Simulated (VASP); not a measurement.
# RbBr (Pm-3m) in VASP: settings compared

RbBr is run at these levels: PBE-based screened hybrid with 10 % exact exchange, HSE06; tasks: single point.

All numbers are computed with VASP 6.6.1; they aren't measurements. Logs are shortened: lines on timing, memory, paths and dates and some standing lists are left out, and cuts for length are marked.

**1. The cell of the first run**

The structure is cubic, space group Pm-3m (No. 221). The conventional cell has a = 4.128 Å, b = 4.128 Å, c = 4.128 Å, α = 90.00°, β = 90.00°, γ = 90.00°. Within 4.7 Å of Rb (site symmetry m-3m) lie 8 Br at 3.57 Å and 6 Rb at 4.13 Å. Within 4.7 Å of Br (site symmetry m-3m) lie 8 Rb at 3.57 Å and 6 Br at 4.13 Å.

**2. Single point, PBE-based screened hybrid with 10 % exact exchange**

The input, POSCAR:

```
RbBr
1.0
    4.1279266522      0.0000000000      0.0000000000
    0.0000000000      4.1279266522      0.0000000000
    0.0000000000      0.0000000000      4.1279266522
Rb Br
1 1
Direct
    0.0000000000      0.0000000000      0.0000000000
    0.5000000000      0.5000000000      0.5000000000
```

The input, INCAR.step1:

```
  PREC = Accurate
  ENCUT = 520
  EDIFF = 1E-5
  ISMEAR = 0
  SIGMA = 0.01
  LREAL = False
  LASPH = True
  NELM = 100
  ALGO = Normal
  ISIF = 2
  LWAVE = True
  LCHARG = False
  NBANDS = 15
  GGA = PE
```

The input, INCAR.step2:

```
  PREC = Accurate
  ENCUT = 520
  EDIFF = 1E-6
  ISMEAR = 0
  SIGMA = 0.01
  LREAL = False
  LASPH = True
  NELM = 100
  ALGO = Normal
  ISIF = 2
  LWAVE = False
  LCHARG = False
  GGA = PE
  LHFCALC = True
  AEXX = 0.1
  HFSCREEN = 0.1
  PRECFOCK = Normal
  NBANDS = 15
  ISTART = 1
```

The input, KPOINTS:

```
Automatic mesh
0
Gamma
  4 4 4
```

Potentials or basis: VASP PAW PBE potentials, release 64 (Rb_sv, Br).

The run is started by

```
> cat potpaw_PBE.64/Rb_sv/POTCAR potpaw_PBE.64/Br/POTCAR > POTCAR
> cp INCAR.step1 INCAR
> mpirun -np 1 vasp_std > vasp.out
> cp INCAR.step2 INCAR
> mpirun -np 1 vasp_std > vasp.out
```

OUTCAR:

```text
PREC = Accurate
   ENCUT = 520
   EDIFF = 1E-6
   ISMEAR = 0
   LREAL = False
   LASPH = True
   NELM = 100
   ISIF = 2
   GGA = PE
   LHFCALC = True
   AEXX = 0.1
   HFSCREEN = 0.1
   PRECFOCK = Normal
   ISTART = 1

 ion  position               nearest neighbor table
   1  0.000  0.000  0.000-   2 3.57   2 3.57   2 3.57   2 3.57   2 3.57   2 3.57   2 3.57   2 3.57

   2  0.500  0.500  0.500-   1 3.57   1 3.57   1 3.57   1 3.57   1 3.57   1 3.57   1 3.57   1 3.57

  LATTYP: Found a simple cubic cell.
 ALAT       =     4.1279266522

  Lattice vectors:

 A1 = (   4.1279266522,   0.0000000000,   0.0000000000)
 A2 = (   0.0000000000,   4.1279266522,   0.0000000000)
 A3 = (   0.0000000000,   0.0000000000,   4.1279266522)

Analysis of symmetry for initial positions (statically):
=====================================================================
 Subroutine PRICEL returns:
 Original cell was already a primitive cell.

 Routine SETGRP: Setting up the symmetry group for a
 simple cubic supercell.

 Subroutine GETGRP returns: Found 48 space group operations
 (whereof 48 operations were pure point group operations)
 out of a pool of 48 trial point group operations.

The static configuration has the point symmetry O_h .

Analysis of symmetry for dynamics (positions and initial velocities):
=====================================================================
 Subroutine PRICEL returns:
 Original cell was already a primitive cell.

 Routine SETGRP: Setting up the symmetry group for a
 simple cubic supercell.

 Subroutine GETGRP returns: Found 48 space group operations
 (whereof 48 operations were pure point group operations)
 out of a pool of 48 trial point group operations.

The dynamic configuration has the point symmetry O_h .

 Subroutine INISYM returns: Found 48 space group operations
 (whereof 48 operations are pure point group operations),
 and found     1 'primitive' translations

----------------------------------------------------------------------------------------

                                     Primitive cell

  volume of cell :      70.3390

  direct lattice vectors                    reciprocal lattice vectors
     4.127926652  0.000000000  0.000000000     0.242252366  0.000000000  0.000000000
     0.000000000  4.127926652  0.000000000     0.000000000  0.242252366  0.000000000
     0.000000000  0.000000000  4.127926652     0.000000000  0.000000000  0.242252366

  length of vectors
     4.127926652  4.127926652  4.127926652     0.242252366  0.242252366  0.242252366

  position of ions in fractional coordinates (direct lattice)
     0.000000000  0.000000000  0.000000000
     0.500000000  0.500000000  0.500000000

  ion indices of the primitive-cell ions
   primitive index   ion index
                 1           1
                 2           2

----------------------------------------------------------------------------------------

 KPOINTS: Automatic mesh

Automatic generation of k-mesh.
 Grid dimensions read from file:
 generate k-points for:    4    4    4

 Generating k-lattice:

  Cartesian coordinates                     Fractional coordinates (reciprocal lattice)
     0.060563092  0.000000000  0.000000000     0.250000000  0.000000000  0.000000000
     0.000000000  0.060563092  0.000000000     0.000000000  0.250000000  0.000000000
     0.000000000  0.000000000  0.060563092     0.000000000  0.000000000  0.250000000

  Length of vectors
     0.060563092  0.060563092  0.060563092

  Shift w.r.t. Gamma in fractional coordinates (k-lattice)
     0.000000000  0.000000000  0.000000000

 Subroutine IBZKPT returns following result:
 ===========================================

 Found     10 irreducible k-points:

 Following reciprocal coordinates:
            Coordinates               Weight
  0.000000  0.000000  0.000000      1.000000
  0.250000  0.000000  0.000000      6.000000
  0.500000  0.000000  0.000000      3.000000
  0.250000  0.250000  0.000000     12.000000
  0.500000  0.250000  0.000000     12.000000
  0.500000  0.500000  0.000000      3.000000
  0.250000  0.250000  0.250000      8.000000
  0.500000  0.250000  0.250000     12.000000
  0.500000  0.500000  0.250000      6.000000
  0.500000  0.500000  0.500000      1.000000
   k-points           NKPTS =     10   k-points in BZ     NKDIM =     64   number of bands    NBANDS=     15
   number of dos      NEDOS =    301   number of ions     NIONS =      2
   total plane-waves  NPLWV =  32768
   dimension x,y,z NGX =    32 NGY =   32 NGZ =   32
   dimension x,y,z NGXF=    64 NGYF=   64 NGZF=   64
   ions per type =               1   1
   NGX,Y,Z   is equivalent  to a cutoff of  12.89, 12.89, 12.89 a.u.
   NGXF,Y,Z  is equivalent  to a cutoff of  25.78, 25.78, 25.78 a.u.
 SYSTEM =  unknown system
   PREC   = accura    normal or accurate (medium, high low for compatibility)
   ISTART =      1    job   : 0-new  1-cont  2-samecut
   ICHARG =      0    charge: 1-file 2-atom 10-const
   ISPIN  =      1    spin polarized calculation?
   LNONCOLLINEAR =      F non collinear calculations
   LSORBIT =      F    spin-orbit coupling
   LASPH  =      T    aspherical Exc in radial PAW
   ENCUT  =  520.0 eV  38.22 Ry    6.18 a.u.   7.68  7.68  7.68*2*pi/ulx,y,z
   NELM   =    100;   NELMIN=  2; NELMDL=  0     # of ELM steps
   EDIFF  = 0.1E-05   stopping-criterion for ELM
   LREAL  =      F    real-space projection
   EDIFFG = 0.1E-04   stopping-criterion for IOM
   NSW    =      0    number of steps for IOM
   IBRION =     -1    ionic relax: 0-MD 1-quasi-New 2-CG
   NFREE  =      0    steps in history (QN), initial steepest desc. (CG)
   ISIF   =      2    stress and relaxation
   ISYM   =      3    0-nonsym 1-usesym 2-fastsym
   POTIM  = 0.5000    time-step for ionic-motion
   TEBEG  =    0.0;   TEEND  =   0.0 temperature during run
   PSTRESS=    0.0 pullay stress
   NELECT =      16.0000    total number of electrons
   NUPDOWN=      -1.0000    fix difference up-down
   EMIN   =  10.00;   EMAX   =-10.00  energy-range for DOS
   EFERMI =   0.00;   METHOD = LEGACY
   ISMEAR =     0;   SIGMA  =   0.01  broadening in eV -4-tet -1-fermi 0-gaus
   EFERMI_NEDOS =   21; number of points for ismear=-14 and -15
   IALGO  =     38    algorithm
   IMIX   =      1    mixing-type and parameters
     AMIX     =   0.40;   BMIX     =  1.00
     AMIX_MAG =   1.60;   BMIX_MAG =  1.00
  volume/ion in A,a.u.               =      35.17       237.34
  Fermi-wavevector in a.u.,A,eV,Ry     =   0.999347  1.888491 13.588055  0.998694
  Thomas-Fermi vector in A             =   2.131631
   LORBIT       =      0    0 simple, 1 ext, 2 COOP (PROOUT), +10 PAW based schemes
   GGA     = PE    functional components
   LHFCALC =     T    Hartree Fock is set to
   PRECFOCK=normal    Normal, Fast or Accurate (Low or Medium for compatibility)
   ENCUT4O =  -1.0   cutoff for four orbital integrals eV
   NKREDX  =     1    reduce k-point grid by
   NKREDY  =     1    reduce k-point grid by
   NKREDZ  =     1    reduce k-point grid by
   AEXX    =    0.1000 exact exchange contribution
   HFSCREEN=    0.1000 screening length (either q_TF or 0.3 A-1)
   HFSCREENC=   0.1000 screening length for correlation (either q_TF or 0.3 A-1)
   ENCUTFOCK=  -1.0 apply spherical cutoff to Coloumb kernel
   IVDW    =     0    specifies the selected vdW correction
   LEPSILON=     F    determine dielectric tensor
   LRPA    =     F    only Hartree local field effects (RPA)
 non-spin polarized calculation
 Gauss-broadening in eV      SIGMA  =   0.01
  energy-cutoff  :      520.00
  volume of cell :       70.34
 maximum number of plane-waves:      1924
 NGX is ok and might be reduce to    32
  NGX = 24; NGY = 24; NGZ = 24

 number of electron      16.0000002 magnetization

 Free energy of the ion-electron system (eV)
  ---------------------------------------------------
  ext. energy  EPLUGINS =         0.00000000
  ---------------------------------------------------
  free energy    TOTEN  =        -6.47597336 eV

  energy without entropy =       -6.47597336  energy(sigma->0) =       -6.47597336

 E-fermi :  -0.9536     XC(G=0):  -7.3289

 val. band max:       -1.0816990070   @ k =   0.5000   0.5000   0.0000
 cond. band min:       3.5971544312   @ k =   0.0000   0.0000   0.0000
 fundamental gap:      4.6788534383
 Fermi energy:        -0.9536327480

 k-point     1 :       0.0000    0.0000    0.0000
  band No.  band energies     occupation
      1     -26.8953      2.00000
      2     -14.1357      2.00000
      3     -10.4059      2.00000
      4     -10.4059      2.00000
      5     -10.4059      2.00000
      6      -1.2405      2.00000
      7      -1.2405      2.00000
      8      -1.2405      2.00000
      9       3.5972      0.00000
     10       5.1107      0.00000
     11       5.1107      0.00000
     12       9.5839      0.00000
     13       9.5839      0.00000
     14       9.5839      0.00000
     15      12.3014      0.00000

 k-point     2 :       0.2500    0.0000    0.0000
  band No.  band energies     occupation
      1     -26.8847      2.00000
      2     -14.1311      2.00000
      3     -10.4756      2.00000
      4     -10.3814      2.00000
      5     -10.3814      2.00000
      6      -2.1590      2.00000
      7      -1.2761      2.00000
      8      -1.2761      2.00000
      9       4.8939      0.00000
     10       5.5838      0.00000
     11       6.3385      0.00000
     12       9.3737      0.00000
     13       9.3737      0.00000
     14       9.9241      0.00000
     15      10.0653      0.00000
[... 113 lines left out ...]
      3     -10.6769      2.00000
      4     -10.6769      2.00000
      5     -10.4809      2.00000
      6      -2.3128      2.00000
      7      -2.3128      2.00000
      8      -1.8501      2.00000
      9       5.9851      0.00000
     10       7.3511      0.00000
     11       7.5552      0.00000
     12       7.5552      0.00000
     13       9.7838      0.00000
     14       9.7838      0.00000
     15      11.5988      0.00000

 k-point    10 :       0.5000    0.5000    0.5000
  band No.  band energies     occupation
      1     -26.8362      2.00000
      2     -13.8254      2.00000
      3     -10.6318      2.00000
      4     -10.6318      2.00000
      5     -10.6318      2.00000
      6      -2.4565      2.00000
      7      -2.4565      2.00000
      8      -2.4565      2.00000
      9       7.7729      0.00000
     10       7.7729      0.00000
     11       7.7729      0.00000
     12       9.0015      0.00000
     13       9.0015      0.00000
     14       9.0015      0.00000
     15      11.8581      0.00000

------------------------ aborting loop because EDIFF is reached ----------------------------------------

  FORCE on cell =-STRESS in cart. coord.  units (eV):
  Direction    XX          YY          ZZ          XY          YZ          ZX
  --------------------------------------------------------------------------------------
  -------------------------------------------------------------------------------------
  Total        0.2895772      0.2895772      0.2895772     -0.0000000      0.0000000      0.0000000
  in kB        6.5959759      6.5959759      6.5959759     -0.0000000      0.0000000      0.0000000
  external PRESSURE =       6.5959759 kB  Pullay stress =       0.0000000 kB

 VOLUME and BASIS-vectors are now :
 -----------------------------------------------------------------------------
  energy-cutoff  :      520.00
  volume of cell :       70.34
      direct lattice vectors                 reciprocal lattice vectors
     4.127926652  0.000000000  0.000000000     0.242252366  0.000000000  0.000000000
     0.000000000  4.127926652  0.000000000     0.000000000  0.242252366  0.000000000
     0.000000000  0.000000000  4.127926652     0.000000000  0.000000000  0.242252366

 POSITION                                       TOTAL-FORCE (eV/Angst)
 -----------------------------------------------------------------------------------
      0.00000      0.00000      0.00000         0.000000      0.000000      0.000000
      2.06396      2.06396      2.06396         0.000000      0.000000      0.000000
 -----------------------------------------------------------------------------------
    total drift:                               -0.000000     -0.000000     -0.000000

  FREE ENERGIE OF THE ION-ELECTRON SYSTEM (eV)
  ---------------------------------------------------
  free  energy   TOTEN  =        -6.4759733593 eV

  energy  without entropy=       -6.4759733593  energy(sigma->0) =       -6.47597336
```

Wall time 5.7 min (1 thread of Intel Xeon Platinum 8488C (Sapphire Rapids), shared host); peak memory 0.29 GiB.

What came out:

* Free energy: -6.4760 eV
* Pressure: 0.7 GPa
* Band gap on the k mesh: 4.68 eV (least direct gap 4.84 eV)

Levels at points of the mesh, in eV from the valence-band top:
```csv
k point,band 4,band 5,band 6,band 7,band 8,band 9,band 10,band 11,band 12,band 13
"(0.00, 0.00, 0.00)",-9.32,-9.32,-0.16,-0.16,-0.16,4.68,6.19,6.19,10.67,10.67
"(0.50, 0.00, 0.00)",-9.27,-9.27,-1.76,-0.23,-0.23,7.54,7.72,8.31,9.34,10.58
"(0.50, 0.50, 0.00)",-9.64,-9.24,-1.09,-1.09,0.00,5.92,6.85,8.64,8.64,11.49
"(0.50, 0.50, 0.50)",-9.55,-9.55,-1.37,-1.37,-1.37,8.85,8.85,8.85,10.08,10.08
```

Caveat: the PAW data sets were made with another functional, which shifts forces and pressure a little.

**3. Single point, HSE06**

POSCAR is that of step 2.

The input, INCAR.step1:

```
SYSTEM = RbBr
ALGO     = Normal         ! electronic algorithm
EDIFF    = 1E-5           ! SCF threshold, eV
ENCUT    = 520            ! plane-wave cutoff, eV
GGA      = PE             ! functional
ISIF     = 2              ! what is computed and relaxed
ISMEAR   = 1              ! smearing method
LASPH    = .TRUE.         ! aspherical terms in the spheres
LCHARG   = .FALSE.        ! write CHGCAR
LREAL    = .FALSE.        ! projectors in reciprocal space
LWAVE    = .TRUE.         ! write WAVECAR
NBANDS   = 15             ! bands
NELM     = 100            ! most SCF steps
PREC     = Accurate       ! precision mode
SIGMA    = 0.2            ! smearing width, eV
```

The input, INCAR.step2:

```
SYSTEM = RbBr
ALGO     = Normal         ! electronic algorithm
EDIFF    = 1E-6           ! SCF threshold, eV
ENCUT    = 520            ! plane-wave cutoff, eV
GGA      = PE             ! functional
HFSCREEN = 0.2079         ! screening, 1/A
ISIF     = 2              ! what is computed and relaxed
ISMEAR   = 1              ! smearing method
ISTART   = 1            
LASPH    = .TRUE.         ! aspherical terms in the spheres
LCHARG   = .FALSE.        ! write CHGCAR
LHFCALC  = .TRUE.         ! exact exchange
LREAL    = .FALSE.        ! projectors in reciprocal space
LWAVE    = .FALSE.        ! write WAVECAR
NBANDS   = 15             ! bands
NELM     = 100            ! most SCF steps
PREC     = Accurate       ! precision mode
PRECFOCK = Normal       
SIGMA    = 0.2            ! smearing width, eV
```

The input, KPOINTS:

```
k-points
0
G
  4 4 4
  0 0 0
```

Potentials or basis: VASP PAW PBE potentials, release 64 (Rb_sv, Br).

The run is started by

```
> cat potpaw_PBE.64/Rb_sv/POTCAR potpaw_PBE.64/Br/POTCAR > POTCAR
> cp INCAR.step1 INCAR
> mpirun -np 1 vasp_std > vasp.out
> cp INCAR.step2 INCAR
> mpirun -np 1 vasp_std > vasp.out
```

Run time: 7.3 min. Hardware: 1 thread of Intel Xeon Platinum 8488C (Sapphire Rapids), shared host; peak memory 0.29 GiB.

The run converged. Its results:

```yaml
Free_energy: -6.9613 eV
Pressure: 0.4 GPa
Band_gap_on_the_k_mesh: 5.25 eV (least direct gap 5.43 eV)
```

Levels at points of the mesh, in eV from the valence-band top:
```tsv
k point	band 4	band 5	band 6	band 7	band 8	band 9	band 10	band 11	band 12	band 13
(0.00, 0.00, 0.00)	-9.65	-9.65	-0.18	-0.18	-0.18	5.25	6.75	6.75	11.39	11.39
(0.50, 0.00, 0.00)	-9.60	-9.60	-1.82	-0.25	-0.25	8.16	8.30	8.95	9.91	11.31
(0.50, 0.50, 0.00)	-9.98	-9.57	-1.14	-1.14	0.00	6.48	7.45	9.28	9.28	12.15
(0.50, 0.50, 0.50)	-9.88	-9.88	-1.43	-1.43	-1.43	9.43	9.43	9.43	10.79	10.79
```

Caveat: the PAW data sets were made with another functional, which shifts forces and pressure a little. A k mesh can miss the band edges.
